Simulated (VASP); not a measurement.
# AgCl (Cmcm) in VASP: notebook, part 2 of 2

VASP 6.6.1.

**3. Single point, PBE (equal xx and yy strain of +1 %)**

INCAR reads:

```
SYSTEM = AgCl
PREC = Accurate ; ENCUT = 520
EDIFF = 1E-7 ; ISMEAR = -1
SIGMA = 0.03 ; LREAL = .False.
LASPH = .True. ; NELM = 100
ALGO = Normal ; ISIF = 2
LWAVE = .False. ; LCHARG = .True.
GGA = PE ; LELF = .True.
LVHAR = .True. ; NBANDS = 26
```

KPOINTS reads:

```
Automatic mesh
0
Gamma
  9 9 8
  0 0 0
```

POSCAR reads:

```
AgCl
1.0
    1.8896188000     -5.6121611882      0.0000000000
    1.8896188000      5.6121611882      0.0000000000
    0.0000000000      0.0000000000      3.9240373500
Ag Cl
2 2
Direct
    0.3965554000      0.6034446000      0.7500000000
    0.6034446000      0.3965554000      0.2500000000
    0.8654487300      0.1345512700      0.2500000000
    0.1345512700      0.8654487300      0.7500000000
```

Potentials or basis: VASP PAW PBE potentials, release 64 (Ag, Cl).

Started as:

```bash
$ cat potpaw_PBE.64/Ag/POTCAR potpaw_PBE.64/Cl/POTCAR > POTCAR
$ mpirun -np 1 vasp_std > vasp.out
```

OUTCAR:

```text
SYSTEM = AgCl
   PREC = Accurate
   ENCUT = 520
   EDIFF = 1E-7
   ISMEAR = -1
   LREAL = .False.
   LASPH = .True.
   NELM = 100
   ISIF = 2
   GGA = PE

 ion  position               nearest neighbor table
   1  0.397  0.603  0.750-   3 2.75   3 2.75   3 2.75   3 2.75   4 2.94   2 3.04   2 3.04
   2  0.603  0.397  0.250-   4 2.75   4 2.75   4 2.75   4 2.75   3 2.94   1 3.04   1 3.04
   3  0.865  0.135  0.250-   1 2.75   1 2.75   1 2.75   1 2.75   2 2.94
   4  0.135  0.865  0.750-   2 2.75   2 2.75   2 2.75   2 2.75   1 2.94

  LATTYP: Found a base centered orthorhombic cell.
 ALAT       =     3.7792376000
 B/A-ratio  =     2.9699964819
 C/A-ratio  =     1.0383145399

  Lattice vectors:

 A1 = (   1.8896188000,  -5.6121611882,   0.0000000000)
 A2 = (   1.8896188000,   5.6121611882,   0.0000000000)
 A3 = (   0.0000000000,   0.0000000000,   3.9240373500)

Analysis of symmetry for initial positions (statically):
=====================================================================
 Subroutine PRICEL returns:
 Original cell was already a primitive cell.

 Routine SETGRP: Setting up the symmetry group for a
 base centered orthorhombic supercell.

 Subroutine GETGRP returns: Found  8 space group operations
 (whereof  4 operations were pure point group operations)
 out of a pool of  8 trial point group operations.

The static configuration has the point symmetry C_2h.
 The point group associated with its full space group is D_2h.

Analysis of symmetry for dynamics (positions and initial velocities):
=====================================================================
 Subroutine PRICEL returns:
 Original cell was already a primitive cell.

 Routine SETGRP: Setting up the symmetry group for a
 base centered orthorhombic supercell.

 Subroutine GETGRP returns: Found  8 space group operations
 (whereof  4 operations were pure point group operations)
 out of a pool of  8 trial point group operations.

The dynamic configuration has the point symmetry C_2h.
 The point group associated with its full space group is D_2h.

 Subroutine INISYM returns: Found  8 space group operations
 (whereof  4 operations are pure point group operations),
 and found     1 'primitive' translations

----------------------------------------------------------------------------------------

                                     Primitive cell

  volume of cell :      83.2276

  direct lattice vectors                    reciprocal lattice vectors
     1.889618800 -5.612161188  0.000000000     0.264603633 -0.089092238  0.000000000
     1.889618800  5.612161188  0.000000000     0.264603633  0.089092238  0.000000000
     0.000000000  0.000000000  3.924037350     0.000000000  0.000000000  0.254839572

  length of vectors
     5.921740657  5.921740657  3.924037350     0.279199766  0.279199766  0.254839572

  position of ions in fractional coordinates (direct lattice)
     0.396555400  0.603444600  0.750000000
     0.603444600  0.396555400  0.250000000
     0.865448730  0.134551270  0.250000000
     0.134551270  0.865448730  0.750000000

  ion indices of the primitive-cell ions
   primitive index   ion index
                 1           1
                 2           2
                 3           3
                 4           4
[... 23 lines left out ...]
 ===========================================

 Found    125 irreducible k-points:

 Following reciprocal coordinates:
            Coordinates               Weight
  0.000000  0.000000  0.000000      1.000000
  0.111111  0.000000  0.000000      4.000000
  0.222222  0.000000  0.000000      4.000000
  0.333333  0.000000  0.000000      4.000000
  0.444444  0.000000  0.000000      4.000000
  0.111111  0.111111  0.000000      2.000000
[... 16 lines left out ...]
 -0.333333  0.333333  0.000000      2.000000
  0.444444  0.444444  0.000000      2.000000
 [... further k-points ...]
   k-points           NKPTS =    125   k-points in BZ     NKDIM =    125   number of bands    NBANDS=     26
   number of dos      NEDOS =    301   number of ions     NIONS =      4
   total plane-waves  NPLWV =  69120
   dimension x,y,z NGX =    48 NGY =   48 NGZ =   30
   dimension x,y,z NGXF=    96 NGYF=   96 NGZF=   60
   ions per type =               2   2
   NGX,Y,Z   is equivalent  to a cutoff of  13.48, 13.48, 12.71 a.u.
   NGXF,Y,Z  is equivalent  to a cutoff of  26.95, 26.95, 25.42 a.u.
 SYSTEM =  AgCl
   PREC   = accura    normal or accurate (medium, high low for compatibility)
   ISTART =      0    job   : 0-new  1-cont  2-samecut
   ICHARG =      2    charge: 1-file 2-atom 10-const
   ISPIN  =      1    spin polarized calculation?
   LNONCOLLINEAR =      F non collinear calculations
   LSORBIT =      F    spin-orbit coupling
   LASPH  =      T    aspherical Exc in radial PAW
   ENCUT  =  520.0 eV  38.22 Ry    6.18 a.u.  11.01 11.01  7.30*2*pi/ulx,y,z
   NELM   =    100;   NELMIN=  2; NELMDL= -5     # of ELM steps
   EDIFF  = 0.1E-06   stopping-criterion for ELM
   LREAL  =      F    real-space projection
   EDIFFG = 0.1E-05   stopping-criterion for IOM
   NSW    =      0    number of steps for IOM
   IBRION =     -1    ionic relax: 0-MD 1-quasi-New 2-CG
   NFREE  =      0    steps in history (QN), initial steepest desc. (CG)
   ISIF   =      2    stress and relaxation
   ISYM   =      2    0-nonsym 1-usesym 2-fastsym
   POTIM  = 0.5000    time-step for ionic-motion
   TEBEG  =    0.0;   TEEND  =   0.0 temperature during run
   PSTRESS=    0.0 pullay stress
   NELECT =      36.0000    total number of electrons
   NUPDOWN=      -1.0000    fix difference up-down
   EMIN   =  10.00;   EMAX   =-10.00  energy-range for DOS
   EFERMI =   0.00;   METHOD = LEGACY
   ISMEAR =    -1;   SIGMA  =   0.03  broadening in eV -4-tet -1-fermi 0-gaus
   EFERMI_NEDOS =   21; number of points for ismear=-14 and -15
   IALGO  =     38    algorithm
   IMIX   =      4    mixing-type and parameters
     AMIX     =   0.40;   BMIX     =  1.00
     AMIX_MAG =   1.60;   BMIX_MAG =  1.00
  volume/ion in A,a.u.               =      20.81       140.41
  Fermi-wavevector in a.u.,A,eV,Ry     =   1.238093  2.339656 20.856012  1.532874
  Thomas-Fermi vector in A             =   2.372633
   LORBIT       =      0    0 simple, 1 ext, 2 COOP (PROOUT), +10 PAW based schemes
   GGA     = PE    functional components
   LHFCALC =     F    Hartree Fock is set to
   AEXX    =    0.0000 exact exchange contribution
   IVDW    =     0    specifies the selected vdW correction
   LEPSILON=     F    determine dielectric tensor
   LRPA    =     F    only Hartree local field effects (RPA)
 non-spin polarized calculation
  energy-cutoff  :      520.00
  volume of cell :       83.23
 maximum number of plane-waves:      2263
 NGX is ok and might be reduce to    48
   NGX = 23   NGY = 23   NGZ = 15

 number of electron      36.0000005 magnetization

 Free energy of the ion-electron system (eV)
  ---------------------------------------------------
  ext. energy  EPLUGINS =         0.00000000
  ---------------------------------------------------
  free energy    TOTEN  =       -10.65919640 eV

  energy without entropy =      -10.65919448  energy(sigma->0) =      -10.65919544

 E-fermi :   4.2667     XC(G=0): -10.1456

 val. band max:        3.9863866240   @ k =   0.2222   0.2222   0.0000
 cond. band min:       4.4715277254   @ k =   0.0000   0.0000   0.0000
 fundamental gap:      0.4851411014
 Fermi energy:         4.2667169199

 k-point     1 :       0.0000    0.0000    0.0000
  band No.  band energies     occupation
      1     -11.0441      2.00000
      2     -10.4748      2.00000
      3      -0.3761      2.00000
      4       0.6679      2.00000
      5       0.8328      2.00000
      6       0.9593      2.00000
[... 685 lines left out ...]
     25      14.3576      0.00000
     26      15.3775      0.00000

 [... further k-points ...]

------------------------ aborting loop because EDIFF is reached ----------------------------------------

  FORCE on cell =-STRESS in cart. coord.  units (eV):
  Direction    XX          YY          ZZ          XY          YZ          ZX
  --------------------------------------------------------------------------------------
  -------------------------------------------------------------------------------------
  Total        0.1898343      0.4576212      0.2466287      0.0000000      0.0000000      0.0000000
  in kB        3.6544150      8.8094584      4.7477369      0.0000000      0.0000000      0.0000000
  external PRESSURE =       5.7372034 kB  Pullay stress =       0.0000000 kB

 VOLUME and BASIS-vectors are now :
 -----------------------------------------------------------------------------
  energy-cutoff  :      520.00
  volume of cell :       83.23
      direct lattice vectors                 reciprocal lattice vectors
     1.889618800 -5.612161188  0.000000000     0.264603633 -0.089092238  0.000000000
     1.889618800  5.612161188  0.000000000     0.264603633  0.089092238  0.000000000
     0.000000000  0.000000000  3.924037350     0.000000000  0.000000000  0.254839572

 POSITION                                       TOTAL-FORCE (eV/Angst)
 -----------------------------------------------------------------------------------
      1.88962      1.16110      2.94303         0.000000      0.026099     -0.000000
      1.88962     -1.16110      0.98101         0.000000     -0.026099     -0.000000
      1.88962     -4.10191      0.98101         0.000000     -0.008251      0.000000
      1.88962      4.10191      2.94303         0.000000      0.008251      0.000000
 -----------------------------------------------------------------------------------
    total drift:                                0.000000     -0.000000      0.000000

  FREE ENERGIE OF THE ION-ELECTRON SYSTEM (eV)
  ---------------------------------------------------
  free  energy   TOTEN  =       -10.6591964019 eV

  energy  without entropy=      -10.6591944839  energy(sigma->0) =      -10.65919544
```

It took 3.4 min on 1 thread of Intel Xeon Platinum 8488C (Sapphire Rapids), shared host; peak memory 0.39 GiB.

Results:

```
Free energy            : -10.6592 eV
Pressure               : 0.6 GPa
Largest force          : 0.026 eV/Å
Band gap on the k mesh : 0.49 eV (least direct gap 1.94 eV)
```

Forces on the atoms (eV/Å):
```
Ag   0.000  0.026  0.000
Ag   0.000 -0.026  0.000
Cl   0.000 -0.008  0.000
Cl   0.000  0.008  0.000
```

Levels at points of the mesh, in eV from the valence-band top:
| k point | band 14 | band 15 | band 16 | band 17 | band 18 | band 19 | band 20 | band 21 | band 22 | band 23 |
| --- | --- | --- | --- | --- | --- | --- | --- | --- | --- | --- |
| (0.00, 0.00, 0.00) | -2.23 | -2.15 | -1.70 | -1.61 | -1.45 | 0.49 | 3.18 | 7.63 | 8.46 | 10.03 |
| (0.00, 0.00, 0.50) | -2.25 | -1.25 | -1.25 | -0.07 | -0.07 | 4.34 | 4.34 | 6.80 | 6.80 | 8.22 |

Caveat: the cell differs from its parent crystal (equal xx and yy strain of +1 %); semilocal functionals underestimate gaps, and a narrow one can read as zero.

**4. Single point, PBE (equal xx and yy strain of +3 %)**

INCAR reads:

```
  PREC = Accurate
  ENCUT = 520
  EDIFF = 1E-7
  ISMEAR = -1
  SIGMA = 0.03
  LREAL = False
  LASPH = True
  NELM = 80
  ALGO = Normal
  ISIF = 2
  LWAVE = False
  LCHARG = False
  GGA = PE
  NBANDS = 26
```

KPOINTS reads:

```
Automatic mesh
0
Gamma
  9 9 8
```

POSCAR, as its differences from that of step 3:

```diff
@@ -2,4 +2,4 @@
 1.0
-    1.8896188000     -5.6121611882      0.0000000000
-    1.8896188000      5.6121611882      0.0000000000
+    1.9270369941     -5.7232930929      0.0000000000
+    1.9270369941      5.7232930929      0.0000000000
     0.0000000000      0.0000000000      3.9240373500
```

Potentials or basis: VASP PAW PBE potentials, release 64 (Ag, Cl).

Started as:

```bash
$ cat potpaw_PBE.64/Ag/POTCAR potpaw_PBE.64/Cl/POTCAR > POTCAR
$ mpirun -np 1 vasp_std > vasp.out
```

OUTCAR:

```text
PREC = Accurate
   ENCUT = 520
   EDIFF = 1E-7
   ISMEAR = -1
   LREAL = False
   LASPH = True
   NELM = 80
   ISIF = 2
   GGA = PE

 ion  position               nearest neighbor table
   1  0.397  0.603  0.750-   3 2.77   3 2.77   3 2.77   3 2.77   4 3.00   2 3.08   2 3.08
   2  0.603  0.397  0.250-   4 2.77   4 2.77   4 2.77   4 2.77   3 3.00   1 3.08   1 3.08
   3  0.865  0.135  0.250-   1 2.77   1 2.77   1 2.77   1 2.77   2 3.00
   4  0.135  0.865  0.750-   2 2.77   2 2.77   2 2.77   2 2.77   1 3.00

  LATTYP: Found a base centered orthorhombic cell.
 ALAT       =     3.8540739882
 B/A-ratio  =     2.9699964819
 C/A-ratio  =     1.0181530925

  Lattice vectors:

 A1 = (   1.9270369941,  -5.7232930929,   0.0000000000)
 A2 = (   1.9270369941,   5.7232930929,   0.0000000000)
 A3 = (   0.0000000000,   0.0000000000,   3.9240373500)

Analysis of symmetry for initial positions (statically):
=====================================================================
 Subroutine PRICEL returns:
 Original cell was already a primitive cell.

[... 173 lines left out ...]
  energy without entropy =      -10.65595192  energy(sigma->0) =      -10.65595295

 E-fermi :   3.7906     XC(G=0):  -9.9370

 val. band max:        3.5072961895   @ k =   0.2222   0.2222   0.0000
 cond. band min:       3.9936270293   @ k =   0.0000   0.0000   0.0000
 fundamental gap:      0.4863308398
 Fermi energy:         3.7906327768

 k-point     1 :       0.0000    0.0000    0.0000
  band No.  band energies     occupation
      1     -11.2869      2.00000
      2     -10.7828      2.00000
      3      -0.5769      2.00000
      4       0.4025      2.00000
      5       0.4970      2.00000
      6       0.6183      2.00000
[... 685 lines left out ...]
     25      13.7407      0.00000
     26      14.7586      0.00000

 [... further k-points ...]

------------------------ aborting loop because EDIFF is reached ----------------------------------------

  FORCE on cell =-STRESS in cart. coord.  units (eV):
  Direction    XX          YY          ZZ          XY          YZ          ZX
  --------------------------------------------------------------------------------------
  -------------------------------------------------------------------------------------
  Total       -0.8850030     -0.2115821     -0.6647412      0.0000000     -0.0000000      0.0000000
  in kB      -16.3815948     -3.9164296    -12.3045013      0.0000000     -0.0000000      0.0000000
  external PRESSURE =     -10.8675086 kB  Pullay stress =       0.0000000 kB

 VOLUME and BASIS-vectors are now :
 -----------------------------------------------------------------------------
  energy-cutoff  :      520.00
  volume of cell :       86.56
      direct lattice vectors                 reciprocal lattice vectors
     1.927036994 -5.723293093  0.000000000     0.259465699 -0.087362292  0.000000000
     1.927036994  5.723293093  0.000000000     0.259465699  0.087362292  0.000000000
     0.000000000  0.000000000  3.924037350     0.000000000  0.000000000  0.254839572

 POSITION                                       TOTAL-FORCE (eV/Angst)
 -----------------------------------------------------------------------------------
      1.92704      1.18409      2.94303         0.000000      0.048576      0.000000
      1.92704     -1.18409      0.98101         0.000000     -0.048576     -0.000000
      1.92704     -4.18314      0.98101         0.000000     -0.031350      0.000000
      1.92704      4.18314      2.94303         0.000000      0.031350      0.000000
 -----------------------------------------------------------------------------------
    total drift:                                0.000000     -0.000000      0.000000

  FREE ENERGIE OF THE ION-ELECTRON SYSTEM (eV)
  ---------------------------------------------------
  free  energy   TOTEN  =       -10.6559539791 eV

  energy  without entropy=      -10.6559519237  energy(sigma->0) =      -10.65595295
```

OSZICAR:

```text
N       E                     dE             d eps       ncg     rms          rms(c)
DAV:   1     0.234868763623E+03    0.23487E+03   -0.17627E+04  6500   0.128E+03
DAV:   2     0.189336761749E+01   -0.23298E+03   -0.22169E+03  7398   0.279E+02
DAV:   3    -0.110425486610E+02   -0.12936E+02   -0.12828E+02  7610   0.667E+01
DAV:   4    -0.111831691690E+02   -0.14062E+00   -0.14048E+00  7282   0.761E+00
DAV:   5    -0.111851698417E+02   -0.20007E-02   -0.20006E-02  7634   0.936E-01    0.753E+00
DAV:   6    -0.106634854531E+02    0.52168E+00   -0.91409E-01  7068   0.106E+01    0.536E+00
DAV:   7    -0.106617582805E+02    0.17272E-02   -0.39621E-01  6796   0.349E+00    0.274E+00
DAV:   8    -0.106563591276E+02    0.53992E-02   -0.21321E-02  7058   0.138E+00    0.623E-01
DAV:   9    -0.106558037688E+02    0.55536E-03   -0.43313E-03  7304   0.745E-01    0.870E-02
DAV:  10    -0.106558994988E+02   -0.95730E-04   -0.47532E-04  7170   0.143E-01    0.563E-02
DAV:  11    -0.106559584803E+02   -0.58981E-04   -0.65524E-05  6680   0.819E-02    0.344E-02
DAV:  12    -0.106559539107E+02    0.45696E-05   -0.11012E-05  6984   0.466E-02    0.381E-03
DAV:  13    -0.106559541420E+02   -0.23129E-06   -0.24861E-06  7088   0.840E-03    0.243E-03
DAV:  14    -0.106559540147E+02    0.12729E-06   -0.10093E-07  4612   0.290E-03    0.116E-03
DAV:  15    -0.106559539791E+02    0.35619E-07   -0.28466E-08  4548   0.118E-03
   1 F= -.10655954E+02 E0= -.10655953E+02  d E =-.205535E-05
```

stdout:

```text
POSCAR found type information on POSCAR AgCl
 POSCAR found :  2 types and       4 ions
 scaLAPACK will be used
 LDA part: xc-table for (Slater+PW92), standard interpolation
 POSCAR, INCAR and KPOINTS ok, starting setup
 FFT: planning ... GRIDC
 FFT: planning ... GRID_SOFT
 FFT: planning ... GRID
 WAVECAR not read
 entering main loop
```

Run time: 3.4 min. Hardware: 1 thread of Intel Xeon Platinum 8488C (Sapphire Rapids), shared host; peak memory 0.4 GiB.

What came out:

* Free energy: -10.6560 eV
* Pressure: -1.1 GPa
* Largest force: 0.049 eV/Å
* Band gap on the k mesh: 0.49 eV (least direct gap 1.91 eV)

Forces on the atoms (eV/Å):
```
Ag   0.000  0.049  0.000
Ag   0.000 -0.049  0.000
Cl   0.000 -0.031  0.000
Cl   0.000  0.031  0.000
```

Levels at points of the mesh, in eV from the valence-band top:
```tsv
k point	band 16	band 17	band 18	band 19	band 20	band 21
(0.00, 0.00, 0.00)	-1.57	-1.53	-1.42	0.49	3.23	7.44
(0.00, 0.00, 0.50)	-1.19	-0.05	-0.05	4.26	4.26	6.77
```

Caveat: the cell differs from its parent crystal (equal xx and yy strain of +3 %); semilocal functionals underestimate gaps, and a narrow one can read as zero.

**5. Summary**

```tsv
cell	gap on the mesh (eV)	pressure (GPa)	largest force (eV/Å)
a = 5.746, b = 5.746, c = 3.924 Å, angles 90.0, 90.0, 142.8°, 4 atoms	0.50	3.9	0.02
a = 5.922, b = 5.922, c = 3.924 Å, angles 90.0, 90.0, 142.8°, 4 atoms	0.49	0.6	0.03
a = 6.039, b = 6.039, c = 3.924 Å, angles 90.0, 90.0, 142.8°, 4 atoms	0.49	-1.1	0.05
```

Alike in all rows: task single point; level PBE; potentials or basis VASP PAW PBE potentials, release 64 (Ag, Cl); no spin polarisation; k mesh 9 × 9 × 8; cutoff (eV) 520; smearing fermi-dirac 0.03 eV.

Caveats: semilocal functionals underestimate gaps, and a narrow one can read as zero; the cell stands under pressure (at least some runs).

Total energies depend on the potentials used, so only differences within one code and one set of settings carry meaning.
